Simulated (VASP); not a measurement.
A run of VASP 6.6.1:

Contents of INCAR:

```
SYSTEM = Li
ALGO     = Normal         ! electronic algorithm
EDIFF    = 1E-6           ! SCF threshold, eV
ENCUT    = 520            ! plane-wave cutoff, eV
GGA      = PE             ! functional
ISIF     = 2              ! what is computed and relaxed
ISMEAR   = -1             ! smearing method
LASPH    = .TRUE.         ! aspherical terms in the spheres
LCHARG   = .FALSE.        ! write CHGCAR
LREAL    = .FALSE.        ! projectors in reciprocal space
LWAVE    = .FALSE.        ! write WAVECAR
NBANDS   = 8              ! bands
NELM     = 100            ! most SCF steps
PREC     = Accurate       ! precision mode
SIGMA    = 0.13605693000000002 ! smearing width, eV
```

File KPOINTS:

```
k-points
0
G
  12 12 12
  0 0 0
```

POSCAR

```
Li
1.0
    2.7407623929      0.0000000000      0.0000000000
    0.0000000000      2.7407623929      0.0000000000
    0.0000000000      0.0000000000      2.7407623929
Li
1
Direct
    0.0000000000      0.0000000000      0.0000000000
```

Potentials or basis: VASP PAW PBE potentials, release 64 (Li_sv).

Command:

```sh
$ cat potpaw_PBE.64/Li_sv/POTCAR > POTCAR
$ mpirun -np 1 vasp_std > vasp.out
```

Hardware: 1 thread of Intel(R) Xeon(R) Platinum 8488C (Sapphire Rapids) (shared host).

Q: Estimate the wall time of this run.

A: Run time: 6.4 s on 1 thread of Intel(R) Xeon(R) Platinum 8488C (Sapphire Rapids), on a shared host, peak memory 0.12 GiB. Counts: scf iterations 9, k points 84.
